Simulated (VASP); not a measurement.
Rb: single point with r2SCAN

Crystal: Rb.

```xyz
2
Lattice="5.7318 0.0000 0.0000 0.0000 5.7318 0.0000 0.0000 0.0000 5.5600" Properties=species:S:1:pos:R:3 pbc="T T T"
Rb    0.0000    0.0000    0.0000
Rb    2.8659    2.8659    2.7800
```

This cell differs from its parent crystal: biaxial strain in the a-b plane: -3.0 %.

| Quantity | Value |
| --- | --- |
| Program | VASP 6.6.1 |
| Task | single point |
| Functional | r2SCAN |
| Potentials or basis | VASP PAW PBE potentials, release 64 (Rb_sv) |
| Cutoff | 520 eV |
| k mesh | 8 × 8 × 8 |
| Occupations | gaussian, width 0.1 eV |
| Spin | no spin polarisation |
| Dipole correction | no |
| Further INCAR settings | ALGO = Normal; EDIFF = 1e-07; NBANDS = 16 |

| Property | Result |
| --- | --- |
| Pressure | 0.1 GPa |
| Band gap on the k mesh | zero (bands 9 and 10 overlap by 2.01 eV) |

Levels at points of the mesh, in eV from the Fermi level:
```
           k point  band 7  band 8  band 9  band 10  band 11  band 12
(0.00, 0.00, 0.00)  -13.61  -13.61   -2.12     1.23     1.33     3.36
(0.50, 0.00, 0.00)  -13.64  -13.64   -0.72    -0.72     2.46     2.46
(0.50, 0.50, 0.00)  -13.61  -13.61    0.28     0.28     0.62     0.62
(0.00, 0.00, 0.50)  -13.64  -13.64   -0.63    -0.63     2.47     2.47
(0.50, 0.00, 0.50)  -13.61  -13.61    0.33     0.33     0.70     0.70
(0.50, 0.50, 0.50)  -13.65  -13.65    1.30     1.30     1.30     1.30
```

Wall time 7.8 min on 1 thread of AMD EPYC 9R45 96-Core Processor (Zen 5) (shared host), peak memory 0.41 GiB.

Caveat: the cell differs from its parent crystal (biaxial strain in the a-b plane: -3.0 %); the PAW data sets were made with another functional, which shifts forces and pressure a little.
